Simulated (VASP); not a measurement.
Wanted: the native input for a VASP 6.6.1 run.

```
Task                   : single point
Functional             : LDA
Potentials or basis    : VASP PAW LDA potentials, release 64 (Al, O)
Cutoff                 : 520 eV
k mesh                 : 6 × 4 × 8
Occupations            : gaussian, width 0.05 eV
Spin                   : no spin polarisation
Dipole correction      : no
Further INCAR settings : ALGO = Normal; EDIFF = 1e-06; NBANDS = 35
```

The structure of Al2O3 lies in POSCAR:

```
Al2O3
1.0
    4.5925857122      0.0000000000      0.0000000000
    0.0000000000      9.5731211374      0.0000000000
    0.0000000000      0.0000000000      2.8556043873
Al O
4 6
Direct
    0.4138788494      0.3309999366      0.5000000000
    0.5861211506      0.6690000634      0.5000000000
    0.9138788494      0.1690000634      0.0000000000
    0.0861211506      0.8309999366      0.0000000000
    0.7315554251      0.2226862107      0.5000000000
    0.0000000000      0.0000000000      0.0000000000
    0.7684445749      0.7226862107      0.0000000000
    0.2315554251      0.2773137893      0.0000000000
    0.2684445749      0.7773137893      0.5000000000
    0.5000000000      0.5000000000      0.5000000000
```

This cell differs from its parent crystal: strain +0.000 along x and y, -0.040 along z.

These files were run (other wordings do the same):

INCAR

```
SYSTEM = Al2O3
PREC = Accurate
ENCUT = 520
EDIFF = 1E-6
ISMEAR = 0
SIGMA = 0.05
LREAL = .False.
LASPH = .True.
NELM = 60
ALGO = Normal
ISIF = 2
LWAVE = .False.
LCHARG = .True.
LELF = .True.
LVHAR = .True.
NBANDS = 35
```

KPOINTS

```
Automatic mesh
0
Gamma
  6 4 8
  0 0 0
```

Potentials or basis: VASP PAW LDA potentials, release 64 (Al, O).

Command:

```console
$ cat potpaw_LDA.64/Al/POTCAR potpaw_LDA.64/O/POTCAR > POTCAR
$ mpirun -np 1 vasp_std > vasp.out
```

Results of the run:

```json
{
 "Pressure": "8.1 GPa",
 "Largest force": "0.786 eV/Å",
 "Band gap on the k mesh": "3.42 eV"
}
```

Caveat: the cell differs from its parent crystal (strain +0.000 along x and y, -0.040 along z); the cell stands under pressure.

Wall time 2.7 min on 1 thread of Intel(R) Xeon(R) Platinum 8488C (Sapphire Rapids), with other jobs on the host, peak memory 0.31 GiB.
